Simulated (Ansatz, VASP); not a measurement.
## TaI3: VASP beside Ansatz

```
Ta I
1.0
     5.59238    0.00000    0.00000
     0.00000    5.59238    0.00000
     0.00000    0.00000    5.59238
Ta I
1 3
Direct
  0.00000 0.00000 0.00000
  0.50000 0.00000 0.00000
  0.00000 0.00000 0.50000
  0.00000 0.50000 0.00000
```

Alike in both runs: task single point; functional PBE; k mesh 6 × 6 × 6; occupations gaussian, width 0.05 eV; collinear spin.

|  | VASP | Ansatz |
| --- | --- | --- |
| version | VASP 6.6.1 | Ansatz 0.2.0 |
| potentials or method | VASP PAW PBE potentials, release 64 (Ta_pv, I), cutoff 520 eV | scalar-relativistic, plane waves, PAW |
| valence electrons in the cell | 32 | 64 |

VASP gave:

```
gap on the k mesh at the Fermi level (eV)                     : none
pressure (GPa)                                                : 0.0
net moment per atom (μB)                                      : 0.12
size of the moment on the site where the two differ most (μB) : 0.33
```

Q: What did Ansatz give for the same quantities?

A: gap on the k mesh at the Fermi level (eV): none; pressure (GPa): 0.0; net moment per atom (μB): 0.12; size of the moment on the site where the two differ most (μB): 0.31.

Site moments also hang on the region over which each program counts them. A gap of «none» marks a metal or a gap that the smearing closes. VASP's potentials hold 32 valence electrons a cell and Ansatz's 64, so a difference there can come from the potentials and not from the codes.

Spin-orbit coupling is off throughout.
